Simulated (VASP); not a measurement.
# Fe (Im-3m) in VASP: notebook, part 2 of 2

VASP 6.6.1. The steps go on from the part before.

## Step 3: Single point, LDA, collinear spin, ferromagnetic start (volume scaled by 1.04)

Contents of INCAR:

```
SYSTEM = Fe
ALGO = Normal
EDIFF = 1E-7
ENCUT = 520
GGA = CA
ISIF = 2
ISMEAR = -1
ISPIN = 2
LASPH = .TRUE.
LCHARG = .TRUE.
LELF = .TRUE.
LMAXMIX = 4
LORBIT = 11
LREAL = .FALSE.
LVHAR = .TRUE.
LWAVE = .FALSE.
MAGMOM = 3
NBANDS = 14
NELM = 150
PREC = Accurate
SIGMA = 0.05
```

Contents of KPOINTS:

```
k-points
0
G
  13 13 13
  0 0 0
```

Contents of POSCAR:

```
Fe
1.0
   -1.4619890197      1.4619890197      1.4619890197
    1.4619890197     -1.4619890197      1.4619890197
    1.4619890197      1.4619890197     -1.4619890197
Fe
1
Direct
    0.0000000000      0.0000000000      0.0000000000
```

Potentials or basis: VASP PAW LDA potentials, release 64 (Fe).

The run is started by

```bash
$ cat potpaw_LDA.64/Fe/POTCAR > POTCAR
$ mpirun -np 1 vasp_std > vasp.out
```

OUTCAR:

```text
SYSTEM = Fe
   EDIFF = 1E-7
   ENCUT = 520
   GGA = CA
   ISIF = 2
   ISMEAR = -1
   ISPIN = 2
   LASPH = .TRUE.
   LORBIT = 11
   LREAL = .FALSE.
   NELM = 150
   PREC = Accurate

 ion  position               nearest neighbor table
   1  0.000  0.000  0.000-

  LATTYP: Found a body centered cubic cell.
 ALAT       =     2.9239780394

  Lattice vectors:

[... 1016 lines left out ...]
     14      41.3181      0.00000

 [... further k-points ...]
[... 5 lines left out ...]
  --------------------------------------------------------------------------------------
  -------------------------------------------------------------------------------------
  Total       -2.3123389     -2.3123389     -2.3123389      0.0000000     -0.0000000     -0.0000000
  in kB     -296.3942355   -296.3942355   -296.3942355      0.0000000     -0.0000000     -0.0000000
  external PRESSURE =    -296.3942355 kB  Pullay stress =       0.0000000 kB

 VOLUME and BASIS-vectors are now :
 -----------------------------------------------------------------------------
  energy-cutoff  :      520.00
  volume of cell :       12.50
      direct lattice vectors                 reciprocal lattice vectors
    -1.461989020  1.461989020  1.461989020     0.000000000  0.341999833  0.341999833
     1.461989020 -1.461989020  1.461989020     0.341999833  0.000000000  0.341999833
     1.461989020  1.461989020 -1.461989020     0.341999833  0.341999833  0.000000000

 POSITION                                       TOTAL-FORCE (eV/Angst)
 -----------------------------------------------------------------------------------
      0.00000      0.00000      0.00000        -0.000000      0.000000      0.000000
 -----------------------------------------------------------------------------------
    total drift:                                0.000000     -0.000000     -0.000000

  FREE ENERGIE OF THE ION-ELECTRON SYSTEM (eV)
  ---------------------------------------------------
  free  energy   TOTEN  =        -8.9848494635 eV

  energy  without entropy=       -8.9731909428  energy(sigma->0) =       -8.97902020

 total charge

# of ion       s       p       d       tot
------------------------------------------
    1        0.451   0.454   6.197   7.102

 magnetization (x)

# of ion       s       p       d       tot
------------------------------------------
    1       -0.012  -0.036   2.312   2.263
```

stdout:

```text
POSCAR found type information on POSCAR Fe
 POSCAR found :  1 types and       1 ions
 scaLAPACK will be used
 LDA part: xc-table for (Slater(with rela. corr.)+CA(PZ))
 , standard interpolation
 POSCAR, INCAR and KPOINTS ok, starting setup
 FFT: planning ... GRIDC
 FFT: planning ... GRID_SOFT
 FFT: planning ... GRID
 WAVECAR not read
 entering main loop
```

Wall time 19 s (1 thread of Intel Xeon 6975P-C, shared host); peak memory 0.14 GiB.

What came out:

```
Free energy                                           : -8.9848 eV
Pressure                                              : -29.6 GPa
Net moment                                            : 2.28 μB per cell
Site moments                                          : Fe +2.26 μB
Valence electrons inside the program's atomic spheres : Fe 7.10
```

Levels at points of the mesh, in eV from the Fermi level:
Spin up:
```
           k point  band 2  band 3  band 4  band 5  band 6  band 7  band 8  band 9
(0.00, 0.00, 0.00)   -2.09   -2.09   -2.09   -0.92   -0.92   23.97   23.97   23.97
```
Spin down:
| k point | band 1 | band 2 | band 3 | band 4 | band 5 | band 6 | band 7 | band 8 |
| --- | --- | --- | --- | --- | --- | --- | --- | --- |
| (0.00, 0.00, 0.00) | -7.59 | -0.21 | -0.21 | -0.21 | 1.42 | 1.42 | 24.09 | 24.09 |

Caveat: the cell differs from its parent crystal (volume scaled by 1.04).

## Step 4: Single point, LDA, collinear spin, ferromagnetic start (volume scaled by 1.06)

Contents of INCAR:

```
PREC     = Accurate       # precision mode
ENCUT    = 520            # plane-wave cutoff, eV
EDIFF    = 1E-7           # SCF threshold, eV
ISMEAR   = -1             # smearing method
SIGMA    = 0.05           # smearing width, eV
LREAL    = F              # projectors in reciprocal space
LASPH    = T              # aspherical terms in the spheres
NELM     = 150            # most SCF steps
ALGO     = Normal         # electronic algorithm
ISIF     = 2              # what is computed and relaxed
LWAVE    = F              # write WAVECAR
LCHARG   = F              # write CHGCAR
ISPIN    = 2              # spin polarisation
MAGMOM   = 3              # initial moments
LORBIT   = 11             # projections on sites
LMAXMIX  = 4              # l up to which the mixer works
GGA      = CA             # functional
NBANDS   = 14             # bands
```

Contents of KPOINTS:

```
Automatic mesh
0
Gamma
  13 13 13
```

Contents of POSCAR:

```
Fe
1.0
   -1.4713013028      1.4713013028      1.4713013028
    1.4713013028     -1.4713013028      1.4713013028
    1.4713013028      1.4713013028     -1.4713013028
Fe
1
Direct
    0.0000000000      0.0000000000      0.0000000000
```

The run is started by

```bash
$ cat potpaw_LDA.64/Fe/POTCAR > POTCAR
$ mpirun -np 1 vasp_std > vasp.out
```

Run time: 20 s. Hardware: 1 thread of Intel Xeon 6975P-C, shared host; peak memory 0.14 GiB.

The run converged. Its results:

```yaml
Free_energy: -8.9397 eV
Pressure: -30.6 GPa
Net_moment: 2.35 μB per cell
Site_moments: Fe +2.33 μB
Valence_electrons_inside_the_program's_atomic_spheres: Fe 7.07
```

Levels at points of the mesh, in eV from the Fermi level:
Spin up:
```
           k point  band 1  band 2  band 3  band 4  band 5  band 6  band 7  band 8  band 9  band 10
(0.00, 0.00, 0.00)   -7.85   -2.07   -2.07   -2.07   -0.93   -0.93   23.77   23.77   23.77    28.21
```
Spin down:
```
           k point  band 1  band 2  band 3  band 4  band 5  band 6
(0.00, 0.00, 0.00)   -7.48   -0.13   -0.13   -0.13    1.46    1.46
```

Caveat: the cell differs from its parent crystal (volume scaled by 1.06).

## Step 5: Single point, LDA, collinear spin, ferromagnetic start

This run uses another cell than the first one, of 12.02 Å³/atom, 0.980 times its volume.

Contents of INCAR:

```
SYSTEM = Fe
PREC = Accurate ; ENCUT = 520
EDIFF = 1E-6 ; ISMEAR = -1
SIGMA = 0.05 ; LREAL = .False.
LASPH = .True. ; NELM = 150
ALGO = Fast ; ISIF = 2
LWAVE = .False. ; LCHARG = .False.
ISPIN = 2 ; MAGMOM = 3
LORBIT = 11 ; LMAXMIX = 4
GGA = CA ; NBANDS = 14
```

Contents of KPOINTS:

```
Automatic mesh
0
Gamma
  13 13 13
  0 0 0
```

Contents of POSCAR:

```
Fe
1.0
   -1.4430000000      1.4430000000      1.4430000000
    1.4430000000     -1.4430000000      1.4430000000
    1.4430000000      1.4430000000     -1.4430000000
Fe
1
Direct
    0.0000000000      0.0000000000      0.0000000000
```

The run is started by

```bash
$ cat potpaw_LDA.64/Fe/POTCAR > POTCAR
$ mpirun -np 1 vasp_std > vasp.out
```

It took 56 s on 1 thread of AMD EPYC 7R13, shared host; peak memory 0.11 GiB.

The run converged. Its results:

- Free energy: -9.0699 eV
- Pressure: -26.9 GPa
- Net moment: 2.16 μB per cell
- Site moments: Fe +2.15 μB
- Valence electrons inside the program's atomic spheres: Fe 7.17

Levels at points of the mesh, in eV from the Fermi level:
Spin up:
```csv
k point,band 1,band 2,band 3,band 4,band 5,band 6,band 7,band 8,band 9,band 10
"(0.00, 0.00, 0.00)",-8.17,-2.16,-2.16,-2.16,-0.92,-0.92,24.35,24.35,24.35,29.13
```
Spin down:
```csv
k point,band 1,band 2,band 3,band 4,band 5,band 6,band 7,band 8
"(0.00, 0.00, 0.00)",-7.82,-0.38,-0.38,-0.38,1.35,1.35,24.47,24.47
```

## Step 6: Single point, PBE

This run uses another cell than the first one, of 12.02 Å³/atom, 0.980 times its volume.

Contents of INCAR:

```
SYSTEM = Fe
PREC = Accurate
ENCUT = 520
EDIFF = 1E-6
ISMEAR = -1
SIGMA = 0.05
LREAL = .False.
LASPH = .True.
NELM = 80
ALGO = Normal
ISIF = 2
LWAVE = .False.
LCHARG = .True.
GGA = PE
LELF = .True.
LVHAR = .True.
NBANDS = 10
```

Contents of KPOINTS:

```
regular mesh
0
Gamma
  13 13 13
  0 0 0
```

POSCAR is that of step 5.

Potentials or basis: VASP PAW PBE potentials, release 64 (Fe).

The run is started by

```bash
$ cat potpaw_PBE.64/Fe/POTCAR > POTCAR
$ mpirun -np 1 vasp_std > vasp.out
```

Wall time 8.9 s (1 thread of Intel Xeon 6975P-C, shared host); peak memory 0.13 GiB.

It converged, with:

* Free energy: -7.6312 eV
* Pressure: -26.5 GPa
* Band gap on the k mesh: zero (band 4 reaches 6.07 eV, above the bottom of band 5 at 4.46 eV)

Levels at points of the mesh, in eV from the Fermi level:
| k point | band 1 | band 2 | band 3 | band 4 | band 5 | band 6 | band 7 | band 8 | band 9 |
| --- | --- | --- | --- | --- | --- | --- | --- | --- | --- |
| (0.00, 0.00, 0.00) | -8.10 | -1.47 | -1.47 | -1.47 | -0.03 | -0.03 | 24.29 | 24.29 | 24.29 |

Caveat: the run has no spin polarisation, though such a crystal can be magnetic. Spin polarisation is off, so any magnetic state and its effect on volume and gap are missing.

## Step 7: The runs side by side

| level | potentials or basis | spin | cell | gap on the mesh (eV) | pressure (GPa) | moment (μB) |
| --- | --- | --- | --- | --- | --- | --- |
| LDA | VASP PAW LDA potentials, release 64 (Fe) | collinear, ferromagnetic start | a = 2.516 Å, angles 109.5°, 1 atom | none | -28.6 | 2.21 |
| LDA | VASP PAW LDA potentials, release 64 (Fe) | collinear, ferromagnetic start | a = 2.532 Å, angles 109.5°, 1 atom | none | -29.6 | 2.28 |
| LDA | VASP PAW LDA potentials, release 64 (Fe) | collinear, ferromagnetic start | a = 2.548 Å, angles 109.5°, 1 atom | none | -30.6 | 2.35 |
| LDA | VASP PAW LDA potentials, release 64 (Fe) | collinear, ferromagnetic start | a = 2.499 Å, angles 109.5°, 1 atom | none | -26.9 | 2.16 |
| PBE | VASP PAW PBE potentials, release 64 (Fe) | off | a = 2.499 Å, angles 109.5°, 1 atom | none | -26.5 | - |

Alike in all rows: task single point; k mesh 13 × 13 × 13; cutoff (eV) 520; smearing fermi-dirac 0.05 eV.

Absolute energies hang on the potentials; compare differences alone.
